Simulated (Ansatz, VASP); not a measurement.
# ScNb in VASP and in Ansatz

The input INCAR:

```
PREC = Accurate ; ENCUT = 520
EDIFF = 1E-6 ; ISMEAR = 0
SIGMA = 0.1 ; LREAL = False
LASPH = True ; NELM = 150
ALGO = Normal ; ISIF = 2
LWAVE = False ; LCHARG = False
ISPIN = 2 ; MAGMOM = -3 3
LORBIT = 11 ; LMAXMIX = 4
GGA = PE ; NBANDS = 23
```

KPOINTS

```
Automatic mesh
0
Gamma
  3 3 1
```

The input POSCAR:

```
ScNb
1.0
    3.0656443612      0.0000000000      0.0000000000
   -1.5328221806      2.6549258957      0.0000000000
    0.0000000000      0.0000000000      5.0721940000
Sc Nb
1 1
Direct
    0.0000000000      0.0000000000      0.0000000000
    0.3333333333      0.6666666667      0.5000000000
```

Input for Ansatz:

```yaml
crystal:
  lattice:
    - [3.0656443612, 0.0, 0.0]
    - [-1.5328221806, 2.6549258957, 0.0]
    - [0.0, 0.0, 5.072194]
  atoms:
    - { symbol: Sc, position: [0.0, 0.0, 0.0], spin: -3.0 }
    - { symbol: Nb, position: [0.3333333333, 0.6666666667, 0.5], spin: 3.0 }
basis:
  ecutwfc: 420
kpoints:
  mp_grid: { grid: [3, 3, 1] }
hamiltonian:
  xc: pbe
scf:
  occupations: { method: gaussian, width: 0.1 }
  lower_state_search: "off"
  max_iter: 20
output:
  forces: true
  stress: true
  eigenvalues: true
  populations: true
magnetization:
  spin_polarized: true
```

Alike in both runs: task single point; functional PBE; k mesh 3 × 3 × 1; occupations gaussian, width 0.1 eV; collinear spin.

|  | VASP | Ansatz |
| --- | --- | --- |
| version | VASP 6.6.1 | Ansatz 0.2.0 |
| potentials or method | VASP PAW PBE potentials, release 64 (Sc_sv, Nb_sv), cutoff 520 eV | scalar-relativistic, plane waves, PAW |
| valence electrons in the cell | 24 | 24 |

```tsv
	VASP	Ansatz	Ansatz less VASP
pressure (GPa)	-1.5	-1.5	+0.05
traceless stress, the component that is largest in VASP (GPa)	-24.40	-24.42	-0.024
net moment per atom (μB)	0.00	0.00	0.000
```

Ansatz's warnings: filled band counts differ across k points, magnetization residual over threshold, seeded moment not kept.

The k mesh is coarse, so the values compare programs but aren't converged.
